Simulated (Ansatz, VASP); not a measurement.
# Two plane-wave programs on Mn3Si

```
CELL_PARAMETERS angstrom
0.00000 2.49095 2.49095
2.49095 0.00000 2.49095
2.49095 2.49095 0.00000
ATOMIC_POSITIONS crystal
Mn 0.50000 0.50000 0.50000
Mn 0.25000 0.25000 0.25000
Mn 0.75000 0.75000 0.75000
Si 0.00000 0.00000 0.00000
```

Change from the starting cell: volume scaled by 0.66, no spin polarisation, PAW files.

Alike in both runs: task single point; functional LDA; k mesh 10 × 10 × 10; occupations fermi-dirac, width 0.05 eV; no spin polarisation.

|  | VASP | Ansatz |
| --- | --- | --- |
| version | VASP 6.6.1 | Ansatz 0.2.0 |
| potentials or method | VASP PAW LDA potentials, release 64 (Mn_pv, Si) | PAW with Ansatz's default frozen-core files, scalar-relativistic |
| plane-wave cutoff (eV) | 520 | 420 |
| valence electrons in the cell | 43 | 49 |

Ansatz gave:

| Property | Result |
| --- | --- |
| pressure (GPa) | 154.2 |

Problem. What did VASP give for the same quantities?

Solution. Pressure (GPa): 157.4.

LDA's correlation is that of Perdew and Zunger in VASP and of Perdew and Wang (1992) in Ansatz. Both programs put the cell under a high pressure, so it lies far from rest at this level. VASP's potentials hold 43 valence electrons a cell and Ansatz's 49, so a difference there can come from the potentials and not from the codes.

Noted on VASP's run: the cell as given lies far from equilibrium.
